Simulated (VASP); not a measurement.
# SiO2 (Pmma) in VASP: notebook

Runs on SiO2. Level: LDA. Tasks: single point.

All numbers are computed with VASP 6.6.1; they aren't measurements. Logs are shortened: lines on timing, memory, paths and dates and some standing lists are left out, and cuts for length are marked.

## (1) The cell of the first run

It takes space group Pmma (No. 51, orthorhombic). The conventional cell has a = 5.222 Å, b = 7.367 Å, c = 8.120 Å, α = 90.00°, β = 90.00°, γ = 90.00°. Si (site symmetry m) has 4 O at 1.60 to 1.61 Å within 2.1 Å. Si (site symmetry mm2) has 4 O at 1.60 to 1.61 Å within 2.1 Å. O (site symmetry 2) has 2 Si at 1.61 Å within 2.1 Å. O (site symmetry mm2) has 2 Si at 1.60 Å within 2.1 Å. Within 2.1 Å of O (site symmetry m) lie 2 Si at 1.60 to 1.61 Å. O (site symmetry 2/m) has 2 Si at 1.60 Å within 2.1 Å.

## (2) Single point, LDA

INCAR reads:

```
PREC = Accurate
ENCUT = 520
EDIFF = 1E-6
ISMEAR = 0
SIGMA = 0.02
LREAL = Auto
LASPH = T
NELM = 60
ALGO = Normal
ISIF = 2
LWAVE = F
LCHARG = T
GGA = CA
LELF = T
LVHAR = T
NBANDS = 63
```

KPOINTS reads:

```
regular mesh
0
Gamma
  4 4 4
```

POSCAR reads:

```
SiO2
1.0
    5.2222344634      0.0000000000      0.0000000000
    0.0000000000      7.3674177008      0.0000000000
    0.0000000000      0.0000000000      8.1199052649
Si O
6 12
Direct
    0.2500000000      0.2136282334      0.1037963923
    0.7500000000      0.7863717666      0.8962036077
    0.7500000000      0.2136282334      0.8962036077
    0.2500000000      0.7863717666      0.1037963923
    0.2500000000      0.5000000000      0.3869958164
    0.7500000000      0.5000000000      0.6130041836
    0.0000000000      0.2684260089      0.0000000000
    0.5000000000      0.7315739911      0.0000000000
    0.0000000000      0.7315739911      0.0000000000
    0.5000000000      0.2684260089      0.0000000000
    0.2500000000      0.0000000000      0.1425053543
    0.7500000000      0.0000000000      0.8574946457
    0.2500000000      0.3203322815      0.2751347481
    0.7500000000      0.6796677185      0.7248652519
    0.7500000000      0.3203322815      0.7248652519
    0.2500000000      0.6796677185      0.2751347481
    0.5000000000      0.5000000000      0.5000000000
    0.0000000000      0.5000000000      0.5000000000
```

Potentials or basis: VASP PAW LDA potentials, release 64 (Si, O).

Command:

```
$ cat potpaw_LDA.64/Si/POTCAR potpaw_LDA.64/O/POTCAR > POTCAR
$ mpirun -np 1 vasp_std > vasp.out
```

OUTCAR:

```text
PREC = Accurate
   ENCUT = 520
   EDIFF = 1E-6
   ISMEAR = 0
   LREAL = Auto
   LASPH = T
   NELM = 60
   ISIF = 2
   GGA = CA

 ion  position               nearest neighbor table
   1  0.250  0.214  0.104-  13 1.60  11 1.60   7 1.61  10 1.61   3 3.11   3 3.11   5 3.12   4 3.15

   2  0.750  0.786  0.896-  14 1.60  12 1.60   8 1.61   9 1.61   4 3.11   4 3.11   6 3.12   3 3.15

   3  0.750  0.214  0.896-  15 1.60  12 1.60   7 1.61  10 1.61   1 3.11   1 3.11   6 3.12   2 3.15

   4  0.250  0.786  0.104-  16 1.60  11 1.60   8 1.61   9 1.61   2 3.11   2 3.11   5 3.12   1 3.15

   5  0.250  0.500  0.387-  17 1.60  18 1.60  13 1.61  16 1.61   1 3.12   4 3.12
   6  0.750  0.500  0.613-  17 1.60  18 1.60  14 1.61  15 1.61   2 3.12   3 3.12
   7  0.000  0.268  0.000-   1 1.61   3 1.61
   8  0.500  0.732  0.000-   2 1.61   4 1.61
   9  0.000  0.732  0.000-   2 1.61   4 1.61
  10  0.500  0.268  0.000-   1 1.61   3 1.61
  11  0.250  0.000  0.143-   1 1.60   4 1.60
  12  0.750  0.000  0.857-   2 1.60   3 1.60
  13  0.250  0.320  0.275-   1 1.60   5 1.61
  14  0.750  0.680  0.725-   2 1.60   6 1.61
  15  0.750  0.320  0.725-   3 1.60   6 1.61
  16  0.250  0.680  0.275-   4 1.60   5 1.61
  17  0.500  0.500  0.500-   5 1.60   6 1.60
  18  0.000  0.500  0.500-   5 1.60   6 1.60

  LATTYP: Found a simple orthorhombic cell.
 ALAT       =     5.2222344634
 B/A-ratio  =     1.4107788060
 C/A-ratio  =     1.5548718316

  Lattice vectors:

 A1 = (   5.2222344634,   0.0000000000,   0.0000000000)
 A2 = (   0.0000000000,   7.3674177008,   0.0000000000)
 A3 = (   0.0000000000,   0.0000000000,   8.1199052649)

Analysis of symmetry for initial positions (statically):
=====================================================================
 Subroutine PRICEL returns:
 Original cell was already a primitive cell.

 Routine SETGRP: Setting up the symmetry group for a
 simple orthorhombic supercell.

 Subroutine GETGRP returns: Found  8 space group operations
 (whereof  4 operations were pure point group operations)
 out of a pool of  8 trial point group operations.

The static configuration has the point symmetry C_2h.
 The point group associated with its full space group is D_2h.

Analysis of symmetry for dynamics (positions and initial velocities):
=====================================================================
 Subroutine PRICEL returns:
 Original cell was already a primitive cell.

 Routine SETGRP: Setting up the symmetry group for a
 simple orthorhombic supercell.

 Subroutine GETGRP returns: Found  8 space group operations
 (whereof  4 operations were pure point group operations)
 out of a pool of  8 trial point group operations.

The dynamic configuration has the point symmetry C_2h.
 The point group associated with its full space group is D_2h.

 Subroutine INISYM returns: Found  8 space group operations
 (whereof  4 operations are pure point group operations),
 and found     1 'primitive' translations

----------------------------------------------------------------------------------------

                                     Primitive cell

  volume of cell :     312.4083

  direct lattice vectors                    reciprocal lattice vectors
     5.222234463  0.000000000  0.000000000     0.191488913  0.000000000  0.000000000
     0.000000000  7.367417701  0.000000000     0.000000000  0.135732768  0.000000000
     0.000000000  0.000000000  8.119905265     0.000000000  0.000000000  0.123154146

  length of vectors
     5.222234463  7.367417701  8.119905265     0.191488913  0.135732768  0.123154146

  position of ions in fractional coordinates (direct lattice)
     0.250000000  0.213628233  0.103796392
     0.750000000  0.786371767  0.896203608
     0.750000000  0.213628233  0.896203608
     0.250000000  0.786371767  0.103796392
     0.250000000  0.500000000  0.386995816
     0.750000000  0.500000000  0.613004184
[... 10 lines left out ...]
     0.500000000  0.500000000  0.500000000
     0.000000000  0.500000000  0.500000000

  ion indices of the primitive-cell ions
   primitive index   ion index
                 1           1
                 2           2
                 3           3
                 4           4
                 5           5
                 6           6
[... 10 lines left out ...]
                17          17
                18          18

----------------------------------------------------------------------------------------

 KPOINTS: regular mesh

Automatic generation of k-mesh.
 Grid dimensions read from file:
 generate k-points for:    4    4    4

 Generating k-lattice:

  Cartesian coordinates                     Fractional coordinates (reciprocal lattice)
     0.047872228  0.000000000  0.000000000     0.250000000  0.000000000  0.000000000
     0.000000000  0.033933192  0.000000000     0.000000000  0.250000000  0.000000000
     0.000000000  0.000000000  0.030788537     0.000000000  0.000000000  0.250000000

  Length of vectors
     0.047872228  0.033933192  0.030788537

  Shift w.r.t. Gamma in fractional coordinates (k-lattice)
     0.000000000  0.000000000  0.000000000

 Subroutine IBZKPT returns following result:
 ===========================================

 Found     27 irreducible k-points:

 Following reciprocal coordinates:
            Coordinates               Weight
  0.000000  0.000000  0.000000      1.000000
  0.250000  0.000000  0.000000      2.000000
  0.500000  0.000000  0.000000      1.000000
  0.000000  0.250000  0.000000      2.000000
  0.250000  0.250000  0.000000      4.000000
  0.500000  0.250000  0.000000      2.000000
[... 16 lines left out ...]
  0.250000  0.250000  0.500000      4.000000
  0.500000  0.250000  0.500000      2.000000
 [... further k-points ...]
   k-points           NKPTS =     27   k-points in BZ     NKDIM =     27   number of bands    NBANDS=     63
   number of dos      NEDOS =    301   number of ions     NIONS =     18
   total plane-waves  NPLWV = 134400
   dimension x,y,z NGX =    40 NGY =   56 NGZ =   60
   dimension x,y,z NGXF=    80 NGYF=  112 NGZF=  120
   ions per type =               6  12
   NGX,Y,Z   is equivalent  to a cutoff of  12.73, 12.64, 12.28 a.u.
   NGXF,Y,Z  is equivalent  to a cutoff of  25.47, 25.27, 24.57 a.u.
 SYSTEM =  unknown system
   PREC   = accura    normal or accurate (medium, high low for compatibility)
   ISTART =      0    job   : 0-new  1-cont  2-samecut
   ICHARG =      2    charge: 1-file 2-atom 10-const
   ISPIN  =      1    spin polarized calculation?
   LNONCOLLINEAR =      F non collinear calculations
   LSORBIT =      F    spin-orbit coupling
   LASPH  =      T    aspherical Exc in radial PAW
   ENCUT  =  520.0 eV  38.22 Ry    6.18 a.u.   9.71 13.70 15.10*2*pi/ulx,y,z
   NELM   =     60;   NELMIN=  2; NELMDL= -5     # of ELM steps
   EDIFF  = 0.1E-05   stopping-criterion for ELM
   LREAL  =      T    real-space projection
   EDIFFG = 0.1E-04   stopping-criterion for IOM
   NSW    =      0    number of steps for IOM
   IBRION =     -1    ionic relax: 0-MD 1-quasi-New 2-CG
   NFREE  =      0    steps in history (QN), initial steepest desc. (CG)
   ISIF   =      2    stress and relaxation
   ISYM   =      2    0-nonsym 1-usesym 2-fastsym
   POTIM  = 0.5000    time-step for ionic-motion
   TEBEG  =    0.0;   TEEND  =   0.0 temperature during run
   PSTRESS=    0.0 pullay stress
   NELECT =      96.0000    total number of electrons
   NUPDOWN=      -1.0000    fix difference up-down
   EMIN   =  10.00;   EMAX   =-10.00  energy-range for DOS
   EFERMI =   0.00;   METHOD = LEGACY
   ISMEAR =     0;   SIGMA  =   0.02  broadening in eV -4-tet -1-fermi 0-gaus
   EFERMI_NEDOS =   21; number of points for ismear=-14 and -15
   IALGO  =     38    algorithm
   IMIX   =      4    mixing-type and parameters
     AMIX     =   0.40;   BMIX     =  1.00
     AMIX_MAG =   1.60;   BMIX_MAG =  1.00
  volume/ion in A,a.u.               =      17.36       117.12
  Fermi-wavevector in a.u.,A,eV,Ry     =   1.104734  2.087644 16.605055  1.220437
  Thomas-Fermi vector in A             =   2.241211
   LORBIT       =      0    0 simple, 1 ext, 2 COOP (PROOUT), +10 PAW based schemes
   GGA     = CA    functional components
   LHFCALC =     F    Hartree Fock is set to
   AEXX    =    0.0000 exact exchange contribution
   IVDW    =     0    specifies the selected vdW correction
   LEPSILON=     F    determine dielectric tensor
   LRPA    =     F    only Hartree local field effects (RPA)
 non-spin polarized calculation
 Gauss-broadening in eV      SIGMA  =   0.02
  energy-cutoff  :      520.00
  volume of cell :      312.41
 maximum number of plane-waves:      8464
 NGX is ok and might be reduce to    40
   NGX = 19   NGY = 27   NGZ = 31

 number of electron      95.9999973 magnetization

 Free energy of the ion-electron system (eV)
  ---------------------------------------------------
  ext. energy  EPLUGINS =         0.00000000
  ---------------------------------------------------
  free energy    TOTEN  =      -155.45864498 eV

  energy without entropy =     -155.45864498  energy(sigma->0) =     -155.45864498

 E-fermi :  -1.1454     XC(G=0):  -7.7435

 val. band max:       -1.3199065750   @ k =   0.0000   0.0000   0.0000
 cond. band min:       4.0938709662   @ k =   0.0000   0.0000   0.0000
 fundamental gap:      5.4137775412
 Fermi energy:        -1.1453938781

 k-point     1 :       0.0000    0.0000    0.0000
  band No.  band energies     occupation
      1     -20.6804      2.00000
      2     -19.9793      2.00000
      3     -19.9730      2.00000
      4     -19.7398      2.00000
      5     -18.8931      2.00000
      6     -18.8465      2.00000
[... 52 lines left out ...]
     59       8.1666      0.00000
     60       8.1896      0.00000

 k-point     2 :       0.2500    0.0000    0.0000
  band No.  band energies     occupation
      1     -20.5584      2.00000
      2     -19.8956      2.00000
      3     -19.8401      2.00000
      4     -19.8355      2.00000
      5     -19.0730      2.00000
      6     -19.0496      2.00000
[... 1375 lines left out ...]
     59       8.3811      0.00000
     60       8.5645      0.00000

 k-point    24 :       0.5000    0.2500    0.5000
  band No.  band energies     occupation
      1     -20.1805      2.00000
      2     -20.1805      2.00000
      3     -19.7466      2.00000
      4     -19.7466      2.00000
      5     -19.2714      2.00000
      6     -19.2714      2.00000
[... 52 lines left out ...]
     59       8.6622      0.00000
     60       8.6622      0.00000

 [... further k-points ...]

 [bands above 60 left out]

------------------------ aborting loop because EDIFF is reached ----------------------------------------

  FORCE on cell =-STRESS in cart. coord.  units (eV):
  Direction    XX          YY          ZZ          XY          YZ          ZX
  --------------------------------------------------------------------------------------
  -------------------------------------------------------------------------------------
  Total        0.8905546      0.8001053      0.8994747      0.0000000      0.0000000      0.0000000
  in kB        4.5671842      4.1033174      4.6129307      0.0000000      0.0000000      0.0000000
  external PRESSURE =       4.4278108 kB  Pullay stress =       0.0000000 kB

 VOLUME and BASIS-vectors are now :
 -----------------------------------------------------------------------------
  energy-cutoff  :      520.00
  volume of cell :      312.41
      direct lattice vectors                 reciprocal lattice vectors
     5.222234463  0.000000000  0.000000000     0.191488913  0.000000000  0.000000000
     0.000000000  7.367417701  0.000000000     0.000000000  0.135732768  0.000000000
     0.000000000  0.000000000  8.119905265     0.000000000  0.000000000  0.123154146

 POSITION                                       TOTAL-FORCE (eV/Angst)
 -----------------------------------------------------------------------------------
      1.30556      1.57389      0.84282         0.000000      0.023922      0.028440
      3.91668      5.79353      7.27709         0.000000     -0.023922     -0.028440
      3.91668      1.57389      7.27709        -0.000000      0.023922     -0.028440
      1.30556      5.79353      0.84282         0.000000     -0.023922      0.028440
      1.30556      3.68371      3.14237        -0.000000     -0.000000      0.033702
      3.91668      3.68371      4.97754         0.000000      0.000000     -0.033702
[... 10 lines left out ...]
      2.61112      3.68371      4.05995        -0.000000      0.000000      0.000000
      0.00000      3.68371      4.05995        -0.000000      0.000000      0.000000
 -----------------------------------------------------------------------------------
    total drift:                                0.000000      0.000000      0.000000

  FREE ENERGIE OF THE ION-ELECTRON SYSTEM (eV)
  ---------------------------------------------------
  free  energy   TOTEN  =      -155.4586449769 eV

  energy  without entropy=     -155.4586449769  energy(sigma->0) =     -155.45864498
```

Wall time 11 min (1 thread of Intel Xeon Platinum 8375C at 2.90GHz (Ice Lake), shared host); peak memory 0.48 GiB.

Results:

```yaml
Free_energy: -155.4586 eV
Pressure: 0.4 GPa
Largest_force: 0.037 eV/Å
Band_gap_on_the_k_mesh: 5.41 eV, direct
```

Forces in eV/Å, atoms in the order of the input:
```
Si   0.000  0.024  0.028
Si   0.000 -0.024 -0.028
Si   0.000  0.024 -0.028
Si   0.000 -0.024  0.028
Si   0.000  0.000  0.034
Si   0.000  0.000 -0.034
O    0.000  0.012  0.000
O    0.000 -0.012  0.000
O    0.000 -0.012  0.000
O    0.000  0.012  0.000
O    0.000  0.000  0.003
O    0.000  0.000 -0.003
O    0.000 -0.006  0.005
O    0.000  0.006 -0.005
O    0.000 -0.006 -0.005
O    0.000  0.006  0.005
O    0.000  0.000  0.000
O    0.000  0.000  0.000
```

## (3) Single point, LDA

INCAR reads:

```
PREC = Accurate
ENCUT = 520
EDIFF = 1E-7
ISMEAR = 0
SIGMA = 0.02
LREAL = Auto
LASPH = True
NELM = 100
ALGO = Normal
ISIF = 2
LWAVE = False
LCHARG = True
LELF = True
LVHAR = True
NBANDS = 63
```

KPOINTS is that of step 2.

POSCAR is that of step 2.

Potentials or basis: VASP PAW LDA potentials, release 64 (Si, O).

Command:

```
$ cat potpaw_LDA.64/Si/POTCAR potpaw_LDA.64/O/POTCAR > POTCAR
$ mpirun -np 1 vasp_std > vasp.out
```

It took 11 min on 1 thread of Intel Xeon Platinum 8375C at 2.90GHz (Ice Lake), shared host; peak memory 0.48 GiB.

The run converged. Its results:

```
Free energy            : -155.4586 eV
Pressure               : 0.4 GPa
Largest force          : 0.037 eV/Å
Band gap on the k mesh : 5.41 eV, direct
```

Forces in eV/Å, atoms in the order of the input:
```
Si   0.000  0.024  0.028
Si   0.000 -0.024 -0.028
Si   0.000  0.024 -0.028
Si   0.000 -0.024  0.028
Si   0.000  0.000  0.034
Si   0.000  0.000 -0.034
O    0.000  0.011  0.000
O    0.000 -0.011  0.000
O    0.000 -0.011  0.000
O    0.000  0.011  0.000
O    0.000  0.000  0.003
O    0.000  0.000 -0.003
O    0.000 -0.006  0.006
O    0.000  0.006 -0.006
O    0.000 -0.006 -0.006
O    0.000  0.006  0.006
O    0.000  0.000  0.000
O    0.000  0.000  0.000
```

Levels at points of the mesh, in eV from the valence-band top:
```
           k point  band 45  band 46  band 47  band 48  band 49  band 50  band 51  band 52
(0.00, 0.00, 0.00)    -0.60    -0.49    -0.33     0.00     5.41     7.90     8.02     8.42
(0.50, 0.00, 0.00)    -0.69    -0.69    -0.51    -0.51     7.26     7.26     8.68     8.68
(0.00, 0.50, 0.00)    -0.31    -0.28    -0.16     0.00     6.39     6.43     8.16     8.26
(0.50, 0.50, 0.00)    -0.64    -0.64    -0.26    -0.26     7.77     7.77     7.93     7.93
(0.00, 0.00, 0.50)    -0.63    -0.39    -0.17    -0.01     6.02     6.51     8.21     8.47
(0.50, 0.00, 0.50)    -0.76    -0.76    -0.68    -0.68     7.65     7.65     7.86     7.86
(0.00, 0.50, 0.50)    -0.40    -0.30    -0.29     0.00     6.71     7.06     7.22     7.35
(0.50, 0.50, 0.50)    -0.89    -0.89    -0.24    -0.24     8.06     8.06     8.06     8.06
```

A k mesh can miss the band edges. Expect the measured gap to be larger: semilocal functionals such as LDA lack the derivative discontinuity.
